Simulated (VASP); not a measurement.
# ZnSe (F-43m) in VASP: notebook

ZnSe is run at these levels: LDA; tasks: vibrations by perturbation theory.

Everything below comes from runs of VASP 6.6.1. Logs are shortened: lines on timing, memory, paths and dates and some standing lists are left out, and cuts for length are marked.

## Step 1: The cell of the first run

The structure is cubic, space group F-43m (No. 216). Conventional cell: a = 5.339 Å, b = 5.339 Å, c = 5.339 Å, α = 90.00°, β = 90.00°, γ = 90.00°. Zn (site symmetry -43m) has 4 Se at 2.31 Å within 3.1 Å. Se (site symmetry -43m) has 4 Zn at 2.31 Å within 3.1 Å.

## Step 2: Vibrations by perturbation theory, LDA

File INCAR:

```
SYSTEM = ZnSe
PREC = Accurate
ENCUT = 520
EDIFF = 1E-8
ISMEAR = 0
SIGMA = 0.01
LREAL = .FALSE.
LASPH = .TRUE.
NELM = 60
ALGO = Normal
ISIF = 2
LWAVE = .FALSE.
LCHARG = .FALSE.
IBRION = 8
NSW = 1
LEPSILON = .TRUE.
```

File KPOINTS:

```
Automatic mesh
0
G
  10 10 10
  0 0 0
```

File POSCAR:

```
ZnSe
1.0
    0.0000000000      2.6694665044      2.6694665044
    2.6694665044      0.0000000000      2.6694665044
    2.6694665044      2.6694665044      0.0000000000
Zn Se
1 1
Direct
    0.0000000000      0.0000000000      0.0000000000
    0.7500000000      0.7500000000      0.7500000000
```

Potentials or basis: VASP PAW LDA potentials, release 64 (Zn, Se).

The run is started by

```console
> cat potpaw_LDA.64/Zn/POTCAR potpaw_LDA.64/Se/POTCAR > POTCAR
> mpirun -np 1 vasp_std > vasp.out
```

OUTCAR:

```text
SYSTEM = ZnSe
   PREC = Accurate
   ENCUT = 520
   EDIFF = 1E-8
   ISMEAR = 0
   LREAL = .FALSE.
   LASPH = .TRUE.
   NELM = 60
   ISIF = 2
   IBRION = 8
   NSW = 1
   LEPSILON = .TRUE.

 ion  position               nearest neighbor table
   1  0.000  0.000  0.000-   2 2.31   2 2.31   2 2.31   2 2.31
   2  0.750  0.750  0.750-   1 2.31   1 2.31   1 2.31   1 2.31

  LATTYP: Found a face centered cubic cell.
 ALAT       =     5.3389330088

  Lattice vectors:

 A1 = (   0.0000000000,   2.6694665044,   2.6694665044)
 A2 = (   2.6694665044,   0.0000000000,   2.6694665044)
 A3 = (   2.6694665044,   2.6694665044,   0.0000000000)

Analysis of symmetry for initial positions (statically):
=====================================================================
 Subroutine PRICEL returns:
 Original cell was already a primitive cell.

 Routine SETGRP: Setting up the symmetry group for a
 face centered cubic supercell.

 Subroutine GETGRP returns: Found 24 space group operations
 (whereof 24 operations were pure point group operations)
 out of a pool of 48 trial point group operations.

The static configuration has the point symmetry T_d .

Analysis of symmetry for dynamics (positions and initial velocities):
=====================================================================
 Subroutine PRICEL returns:
 Original cell was already a primitive cell.

 Routine SETGRP: Setting up the symmetry group for a
 face centered cubic supercell.

 Subroutine GETGRP returns: Found 24 space group operations
 (whereof 24 operations were pure point group operations)
 out of a pool of 48 trial point group operations.

The dynamic configuration has the point symmetry T_d .

 Subroutine INISYM returns: Found 24 space group operations
 (whereof 24 operations are pure point group operations),
 and found     1 'primitive' translations

----------------------------------------------------------------------------------------

                                     Primitive cell

  volume of cell :      38.0455

  direct lattice vectors                    reciprocal lattice vectors
     0.000000000  2.669466504  2.669466504    -0.187303343  0.187303343  0.187303343
     2.669466504  0.000000000  2.669466504     0.187303343 -0.187303343  0.187303343
     2.669466504  2.669466504  0.000000000     0.187303343  0.187303343 -0.187303343

  length of vectors
     3.775195735  3.775195735  3.775195735     0.324418906  0.324418906  0.324418906

  position of ions in fractional coordinates (direct lattice)
     0.000000000  0.000000000  0.000000000
     0.750000000  0.750000000  0.750000000

  ion indices of the primitive-cell ions
   primitive index   ion index
                 1           1
                 2           2

----------------------------------------------------------------------------------------

 KPOINTS: Automatic mesh

Automatic generation of k-mesh.
 Grid dimensions read from file:
 generate k-points for:   10   10   10

 Generating k-lattice:

  Cartesian coordinates                     Fractional coordinates (reciprocal lattice)
    -0.018730334  0.018730334  0.018730334     0.100000000  0.000000000  0.000000000
[... 532 lines left out ...]
  ---------------------------------------------------
  ---------------------------------------------------
  free energy    TOTEN  =        -0.69965170 eV

  energy without entropy =       -0.69965170

------------------------ aborting loop because EDIFF is reached ----------------------------------------

--------------------------------------- Ionic step        2  -------------------------------------------

------------------------ aborting loop because EDIFF is reached ----------------------------------------

--------------------------------------- Ionic step        3  -------------------------------------------

------------------------ aborting loop because EDIFF is reached ----------------------------------------

 PIEZOELECTRIC TENSOR FIELD DIRECTION 3  (e Angst)
 -----------------------------------------------------------------------------
    -0.00101  1.46523  0.00000           (  0.00000 -0.02709  0.00000)
     1.46523 -0.00101  0.00000           ( -0.02709  0.00000  0.00000)
     0.00000  0.00000  0.00023           (  0.00000  0.00000 -0.00000)

 PIEZOELECTRIC TENSOR FIELD DIRECTION 3  (C/m^2)
 -----------------------------------------------------------------------------
    -0.00042  0.61704  0.00000
     0.61704 -0.00042  0.00000
     0.00000  0.00000  0.00010

--------------------------------------- Ionic step        4  -------------------------------------------

------------------------ aborting loop because EDIFF is reached ----------------------------------------

[... ionic steps 5 to 6 ...]

--------------------------------------- Ionic step        7  -------------------------------------------

 Free energy of the ion-electron system (eV)
  ---------------------------------------------------
  ---------------------------------------------------
  free energy    TOTEN  =        -0.08175495 eV

  energy without entropy =       -0.08175495

------------------------ aborting loop because EDIFF is reached ----------------------------------------

 INTERNAL STRAIN TENSOR  FOR ION    2  DIRECTION 1   (eV/Angst):
 -----------------------------------------------------------------------------
    -0.01855  0.00000  0.00000
     0.00000  0.01708 11.95338
     0.00000 11.95338  0.01708

 MACROSCOPIC STATIC DIELECTRIC TENSOR (including local field effects in DFT)
 ------------------------------------------------------
           7.318269    -0.000000    -0.000000
           0.000000     7.318269    -0.000000
           0.000000     0.000000     7.318269
 ------------------------------------------------------

 PIEZOELECTRIC TENSOR (including local field effects)  for field in x, y, z        (e  Angst)
          XX          YY          ZZ          XY          YZ          ZX
  --------------------------------------------------------------------------------
  x    -0.00000     0.00000     0.00000     0.00000     1.47840     0.00000
  y     0.00000     0.00000     0.00000     0.00000     0.00000     1.47840
  z    -0.00000     0.00000     0.00000     1.47840     0.00000     0.00000

 PIEZOELECTRIC TENSOR (including local field effects)  for field in x, y, z        (C/m^2)
          XX          YY          ZZ          XY          YZ          ZX
  --------------------------------------------------------------------------------
  x    -0.00000     0.00000     0.00000     0.00000     0.62258     0.00000
  y     0.00000     0.00000     0.00000     0.00000     0.00000     0.62258
  z    -0.00000     0.00000     0.00000     0.62258     0.00000     0.00000

 BORN EFFECTIVE CHARGES (including local field effects) (in |e|, cummulative output)
 ---------------------------------------------------------------------------------
 ion    1
    1     1.77378    -0.00000    -0.00000
    2     0.00000     1.77378     0.00000
    3     0.00000     0.00000     1.77378
 ion    2
    1    -1.77378     0.00000     0.00000
    2    -0.00000    -1.77378    -0.00000
    3    -0.00000    -0.00000    -1.77378

 INTERNAL STRAIN TENSOR FOR ION    2 for displacements in x,y,z  (eV/Angst):
          X           Y           Z          XY          YZ          ZX
  --------------------------------------------------------------------------------
  x    -0.00000     0.00000     0.00000     0.00000    11.95338     0.00000
  y    -0.00000     0.00000    -0.00000     0.00000     0.00000    11.95338
  z     0.00000     0.00000    -0.00000    11.95338     0.00000     0.00000

 SECOND DERIVATIVES (NOT SYMMETRIZED)
 ------------------------------------
               1X          1Y          1Z          2X          2Y          2Z
  1X    -9.627728    0.000000    0.000000    9.627728    0.000000    0.000000
  1Y     0.000000   -9.627728    0.000000    0.000000    9.627728    0.000000
  1Z     0.000000    0.000000   -9.627728    0.000000    0.000000    9.627728
  2X     9.565990    0.000000    0.000000   -9.565990    0.000000    0.000000
  2Y     0.000000    9.565990    0.000000    0.000000   -9.565990    0.000000
  2Z     0.000000    0.000000    9.565990    0.000000    0.000000   -9.565990

 Eigenvectors and eigenvalues of the dynamical matrix
 ----------------------------------------------------

   1 f  =    8.098986 THz    50.887429 2PiTHz  270.153089 cm-1    33.494699 meV
             X         Y         Z           dx          dy          dz
      0.000000  0.000000  0.000000     0.000000    0.740673    0.000000
      4.004200  4.004200  4.004200     0.000000   -0.671865    0.000000
[... 21 lines left out ...]
   6 f/i=    0.012964 THz     0.081454 2PiTHz    0.432427 cm-1     0.053614 meV
             X         Y         Z           dx          dy          dz
      0.000000  0.000000  0.000000     0.000000    0.000000   -0.671865
      4.004200  4.004200  4.004200     0.000000    0.000000   -0.740673

--------------------------------------------------------------------------------------------------------

 MACROSCOPIC STATIC DIELECTRIC TENSOR IONIC CONTRIBUTION
 ------------------------------------------------------
           1.559308    -0.000000     0.000000
          -0.000000     1.559308     0.000000
           0.000000     0.000000     1.559308
 ------------------------------------------------------

 ELASTIC MODULI CONTR FROM IONIC RELAXATION (kBar)
 Direction    XX          YY          ZZ          XY          YZ          ZX
 --------------------------------------------------------------------------------
 XX          -0.0000      0.0000      0.0000     -0.0000      0.0000      0.0000
 YY           0.0000     -0.0000      0.0000     -0.0000     -0.0000     -0.0000
 ZZ           0.0000      0.0000     -0.0000      0.0000     -0.0000      0.0000
 XY          -0.0000     -0.0000      0.0000   -627.7026      0.0000      0.0000
 YZ           0.0000     -0.0000     -0.0000      0.0000   -627.7026      0.0000
 ZX           0.0000     -0.0000      0.0000      0.0000      0.0000   -627.7026
 --------------------------------------------------------------------------------

 PIEZOELECTRIC TENSOR IONIC CONTR  for field in x, y, z        (C/m^2)
          XX          YY          ZZ          XY          YZ          ZX
  --------------------------------------------------------------------------------
  x     0.00000    -0.00000    -0.00000     0.00000    -0.93093     0.00000
  y     0.00000    -0.00000     0.00000    -0.00000    -0.00000    -0.93093
  z    -0.00000    -0.00000     0.00000    -0.93093    -0.00000    -0.00000
```

Wall time 6 min (1 thread of Intel Xeon Platinum 8488C (Sapphire Rapids), shared host); peak memory 0.34 GiB.

Results:

```
Electronic dielectric tensor (diagonal)                 : 7.32
Born charges (mean of the diagonal)                     : Zn +1.77; Se -1.77 e
Highest phonon frequency at Γ, LO-TO splitting left out : 270 cm⁻¹
```

Phonon frequencies in cm⁻¹ (negative: imaginary):
```
              q point        frequencies
(0.000, 0.000, 0.000)  0 0 0 270 270 270
```

Electronic dielectric tensor:
```
7.32 0.00 0.00
0.00 7.32 0.00
0.00 0.00 7.32
```

Born effective charge tensors (e):
atom 1, Zn
```
1.77 0.00 0.00
0.00 1.77 0.00
0.00 0.00 1.77
```
atom 2, Se
```
-1.77  0.00  0.00
 0.00 -1.77  0.00
 0.00  0.00 -1.77
```

Caveat: the cell wasn't relaxed at this level first, which shifts response properties.

## Step 3: Vibrations by perturbation theory, LDA

This run uses another cell than the first one, of 17.95 Å³/atom, 0.944 times its volume.

File INCAR:

```
PREC = Accurate
ENCUT = 520
EDIFF = 1E-8
ISMEAR = 0
SIGMA = 0.01
LREAL = F
LASPH = T
NELM = 60
ALGO = Normal
ISIF = 2
LWAVE = F
LCHARG = F
NBANDS = 16
IBRION = 8
NSW = 1
LEPSILON = T
```

File KPOINTS:

```
Automatic mesh
0
Gamma
  10 10 10
```

File POSCAR:

```
ZnSe
1.0
    0.0000000000      2.6182247793      2.6182247793
    2.6182247793      0.0000000000      2.6182247793
    2.6182247793      2.6182247793      0.0000000000
Zn Se
1 1
Direct
    0.0000000000      0.0000000000      0.0000000000
    0.7500000000      0.7500000000      0.7500000000
```

Potentials or basis: VASP PAW LDA potentials, release 64 (Zn, Se).

The run is started by

```console
> cat potpaw_LDA.64/Zn/POTCAR potpaw_LDA.64/Se/POTCAR > POTCAR
> mpirun -np 1 vasp_std > vasp.out
```

OUTCAR:

```text
PREC = Accurate
   ENCUT = 520
   EDIFF = 1E-8
   ISMEAR = 0
   LREAL = F
   LASPH = T
   NELM = 60
   ISIF = 2
   IBRION = 8
   NSW = 1
   LEPSILON = T

 ion  position               nearest neighbor table
   1  0.000  0.000  0.000-   2 2.27   2 2.27   2 2.27   2 2.27
   2  0.750  0.750  0.750-   1 2.27   1 2.27   1 2.27   1 2.27

  LATTYP: Found a face centered cubic cell.
 ALAT       =     5.2364495586
[... 783 lines left out ...]
      0.000000  0.000000  0.000000     0.000000    0.331058    0.660728
      3.927337  3.927337  3.927337    -0.000000   -0.301783   -0.602300
[... 21 lines left out ...]
   6 f/i=    0.007476 THz     0.046975 2PiTHz    0.249385 cm-1     0.030920 meV
             X         Y         Z           dx          dy          dz
      0.000000  0.000000  0.000000     0.086326   -0.536186    0.398611
      3.927337  3.927337  3.927337     0.094700   -0.588200    0.437280

--------------------------------------------------------------------------------------------------------

 MACROSCOPIC STATIC DIELECTRIC TENSOR IONIC CONTRIBUTION
 ------------------------------------------------------
           1.241403    -0.000000     0.000000
          -0.000000     1.241403     0.000000
           0.000000     0.000000     1.241403
 ------------------------------------------------------

 ELASTIC MODULI CONTR FROM IONIC RELAXATION (kBar)
 Direction    XX          YY          ZZ          XY          YZ          ZX
 --------------------------------------------------------------------------------
 XX          -0.0000      0.0000     -0.0000      0.0000      0.0000     -0.0000
 YY           0.0000     -0.0000      0.0000     -0.0000     -0.0000     -0.0000
 ZZ          -0.0000      0.0000     -0.0000      0.0000      0.0000      0.0000
 XY           0.0000     -0.0000      0.0000   -903.0117     -0.0000     -0.0000
 YZ           0.0000     -0.0000      0.0000     -0.0000   -903.0117      0.0000
 ZX          -0.0000     -0.0000      0.0000     -0.0000      0.0000   -903.0117
 --------------------------------------------------------------------------------

 PIEZOELECTRIC TENSOR IONIC CONTR  for field in x, y, z        (C/m^2)
          XX          YY          ZZ          XY          YZ          ZX
  --------------------------------------------------------------------------------
  x     0.00000    -0.00000     0.00000    -0.00000    -0.99627     0.00000
  y    -0.00000    -0.00000     0.00000    -0.00000     0.00000    -0.99627
  z     0.00000    -0.00000     0.00000    -0.99627    -0.00000    -0.00000
```

Run time: 8.6 min. Hardware: 1 thread of Intel Xeon Platinum 8488C (Sapphire Rapids), shared host; peak memory 0.36 GiB.

Results:

```yaml
Electronic_dielectric_tensor_diagonal: 7.28
Born_charges_mean_of_the_diagonal: Zn +1.68; Se -1.68 e
Highest_phonon_frequency_at_Γ_LO-TO_splitting_left_out: 295 cm⁻¹
```

Phonon frequencies in cm⁻¹ (negative: imaginary):
```csv
q point,frequencies
"(0.000, 0.000, 0.000)",0 0 0 295 295 295
```

Electronic dielectric tensor:
```
7.28 0.00 0.00
0.00 7.28 0.00
0.00 0.00 7.28
```

Born effective charge tensors (e):
atom 1, Zn
```
1.68 0.00 0.00
0.00 1.68 0.00
0.00 0.00 1.68
```
atom 2, Se
```
-1.68  0.00  0.00
 0.00 -1.68  0.00
 0.00  0.00 -1.68
```

Caveat: the cell wasn't relaxed at this level first, which shifts response properties.

[end of part 1 of 2]
